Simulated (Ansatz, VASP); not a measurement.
ZnS: VASP beside Ansatz

```
Zn S
1.0
     0.00000    2.72156    2.31333
     2.72156    0.00000    2.31333
     2.72156    2.72156    0.00000
Zn S
1 1
Direct
  0.00000 0.00000 0.00000
  0.75000 0.75000 0.75000
```

Change from the starting cell: strain -0.1500 x Voigt [0, 0, 1, 0, 0, 0], atoms carried along.

Alike in both runs: task single point; functional PBE; k mesh 8 × 8 × 8; occupations gaussian, width 0.05 eV; no spin polarisation.

|  | VASP | Ansatz |
| --- | --- | --- |
| version | VASP 6.6.1 | Ansatz 0.2.0 |
| potentials or method | VASP PAW PBE potentials, release 64 (Zn, S), cutoff 520 eV | scalar-relativistic, plane waves, PAW |
| valence electrons in the cell | 18 | 18 |

|  | VASP | Ansatz | Ansatz less VASP |
| --- | --- | --- | --- |
| gap on the k mesh at the Fermi level (eV) | 2.29 | 2.28 | -0.010 |
| least direct gap on the mesh (eV) | 2.44 | 2.42 | -0.017 |
| pressure (GPa) | 15.3 | 15.1 | -0.23 |
| traceless stress, the component that is largest in VASP (GPa) | 1.99 | 2.03 | +0.039 |
